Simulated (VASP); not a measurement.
Crystal: MgO.

```
CELL_PARAMETERS angstrom
2.83379 0.00000 0.00000
-1.41690 2.45414 0.00000
0.00000 0.00000 4.61908
ATOMIC_POSITIONS crystal
Mg 0.00000 0.00000 0.00000
Mg 0.00000 0.00000 0.50000
O 0.33333 0.66667 0.25000
O 0.66667 0.33333 0.75000
```

| Item | Value |
| --- | --- |
| Program | VASP 6.6.1 |
| Task | relaxation of cell and atoms |
| Functional | PBEsol |
| Potentials or basis | VASP PAW PBE potentials, release 64 (Mg, O) |
| Cutoff | 600 eV |
| k mesh | 9 × 9 × 4 |
| Occupations | fermi-dirac, width 0.03 eV |
| Spin | no spin polarisation |

At the start: pressure 37.1 GPa; volume 8.03 Å³/atom.

**Question.** How do energy, volume and symmetry change on relaxing?

**Answer.** Over 8 steps the energy falls by 191.7 meV/atom and the volume is 9.47 Å³/atom (+17.9 %); space group P6_3/mmc (No. 194, to 0.1 Å) before and after.

The path:
| step | energy change (eV) | largest force (eV/Å) | pressure (GPa) | volume (Å³) |
| --- | --- | --- | --- | --- |
| 1 | 0.0000 | 0.0000 | 37.15 | 32.12 |
| 2 | -0.6009 | 0.0000 | -11.99 | 41.46 |
| 3 | -0.7644 | 0.0000 | -0.60 | 38.04 |
| 4 | -0.7643 | 0.0000 | -1.11 | 38.16 |
| 5 | -0.7664 | 0.0000 | -0.34 | 37.94 |
| 6 | -0.7665 | 0.0000 | -0.47 | 37.98 |
| 7 | -0.7667 | 0.0000 | 0.12 | 37.84 |
| 8 | -0.7667 | 0.0000 | 0.00 | 37.87 |

Final structure:
```yaml
crystal:
  lattice:
    - [2.92572, 0.00000, 0.00000]
    - [-1.46286, 2.53375, 0.00000]
    - [0.00000, 0.00000, 5.10811]
  atoms:
    - { symbol: Mg, position: [0.00000, 0.00000, 0.00000] }
    - { symbol: Mg, position: [0.00000, 0.00000, 0.50000] }
    - { symbol: O, position: [0.33333, 0.66667, 0.25000] }
    - { symbol: O, position: [0.66667, 0.33333, 0.75000] }
```

Caveat: the volume moved by over 15 % at a fixed basis, so the end points are rough; the PAW data sets were made with another functional, which shifts forces and pressure a little.
